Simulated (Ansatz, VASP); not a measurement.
## One calculation of Si2C, two programs

INCAR

```
SYSTEM = Si2C
PREC     = Accurate       ! precision mode
ENCUT    = 520            ! plane-wave cutoff, eV
EDIFF    = 1E-6           ! SCF threshold, eV
ISMEAR   = 0              ! smearing method
SIGMA    = 0.1            ! smearing width, eV
LREAL    = .FALSE.        ! projectors in reciprocal space
LASPH    = .TRUE.         ! aspherical terms in the spheres
NELM     = 150            ! most SCF steps
ALGO     = Normal         ! electronic algorithm
ISIF     = 2              ! what is computed and relaxed
LWAVE    = .FALSE.        ! write WAVECAR
LCHARG   = .TRUE.         ! write CHGCAR
ISPIN    = 2              ! spin polarisation
MAGMOM   = 0 0 0 0 1 1    ! initial moments
LORBIT   = 11             ! projections on sites
GGA      = PE             ! functional
LELF     = .TRUE.         ! ELF
LVHAR    = .TRUE.       
NBANDS   = 25             ! bands
```

File KPOINTS:

```
regular mesh
0
G
  6 6 4
  0 0 0
```

The input POSCAR:

```
Si2C
1.0
    4.0422075434      0.0000000000      0.0000000000
   -2.0211037717      3.5006544200      0.0000000000
    0.0000000000      0.0000000000      7.1708363119
Si C
4 2
Direct
    0.3333333333      0.6666666667      0.7350377192
    0.3333333333      0.6666666667      0.2649622808
    0.6666666667      0.3333333333      0.7350377192
    0.6666666667      0.3333333333      0.2649622808
    0.3333333333      0.6666666667      0.0000000000
    0.6666666667      0.3333333333      0.0000000000
```

Input for Ansatz:

```yaml
crystal:
  lattice:
    - [4.0422075434, 0.0, 0.0]
    - [-2.0211037717, 3.50065442, 0.0]
    - [0.0, 0.0, 7.1708363119]
  atoms:
    - { symbol: Si, position: [0.3333333333, 0.6666666667, 0.7350377192] }
    - { symbol: Si, position: [0.3333333333, 0.6666666667, 0.2649622808] }
    - { symbol: Si, position: [0.6666666667, 0.3333333333, 0.7350377192] }
    - { symbol: Si, position: [0.6666666667, 0.3333333333, 0.2649622808] }
    - { symbol: C, position: [0.3333333333, 0.6666666667, 0.0], spin: 1.0 }
    - { symbol: C, position: [0.6666666667, 0.3333333333, 0.0], spin: 1.0 }
basis:
  ecutwfc: 420
kpoints:
  mp_grid: { grid: [6, 6, 4] }
hamiltonian:
  xc: pbe
scf:
  occupations: { method: gaussian, width: 0.1 }
  lower_state_search: "off"
output:
  forces: true
  stress: true
  eigenvalues: true
  populations: true
magnetization:
  spin_polarized: true
```

Alike in both runs: task single point; functional PBE; k mesh 6 × 6 × 4; occupations gaussian, width 0.1 eV; collinear spin.

```csv
,VASP,Ansatz
version,VASP 6.6.1,Ansatz 0.2.0
potentials or method,"VASP PAW PBE potentials, release 64 (Si, C), cutoff 520 eV","scalar-relativistic, plane waves, PAW"
valence electrons in the cell,24,24
```

```csv
,VASP,Ansatz,Ansatz less VASP
gap on the k mesh at the Fermi level (eV),none,none,-
pressure (GPa),-0.1,0.0,+0.07
"traceless stress, the component that is largest in VASP (GPa)",-0.09,-0.17,-0.076
rms of the force components (eV/Å),0.006,0.007,+0.0010
net moment per atom (μB),0.00,0.00,0.000
```

Atom by atom the forces differ by 0.001 eV/Å (rms over components). A gap of «none» marks a metal or a gap that the smearing closes. With one functional, cell and mesh, what is left measures potentials, basis and numerics. Ansatz's warnings: seeded moment not kept.
